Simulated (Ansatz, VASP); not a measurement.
**Al2Cu: VASP beside Ansatz**

```
Al Cu
1.0
    -2.97157    2.97157    2.38872
     2.97157   -2.97157    2.38872
     2.97157    2.97157   -2.38872
Al Cu
4 2
Direct
  0.65810 0.15810 0.81620
  0.15810 0.34190 0.50000
  0.34190 0.84190 0.18380
  0.84190 0.65810 0.50000
  0.25000 0.25000 0.00000
  0.75000 0.75000 0.00000
```

Change from the starting cell: volume scaled by 0.94, ions relaxed.

Alike in both runs: functional PBE; k mesh 12 × 12 × 12; occupations fermi-dirac, width 0.05 eV; no spin polarisation.

Ansatz relaxed the structure, and its values are those at the end. VASP's run is a single point on that final structure, the one shown.

|  | VASP | Ansatz |
| --- | --- | --- |
| version | VASP 6.6.1 | Ansatz 0.2.0 |
| potentials or method | VASP PAW PBE potentials, release 64 (Al, Cu) | plane-wave PAW, scalar-relativistic |
| plane-wave cutoff (eV) | 520 | 420 |
| valence electrons in the cell | 34 | 50 |

```tsv
	VASP	Ansatz	Ansatz less VASP
pressure (GPa)	6.9	6.7	-0.16
rms of the force components (eV/Å)	0.011	0.009	-0.0021
```

VASP's potentials hold 34 valence electrons a cell and Ansatz's 50, so a difference there can come from the potentials and not from the codes. Ansatz's warnings: stress scf threshold loose.
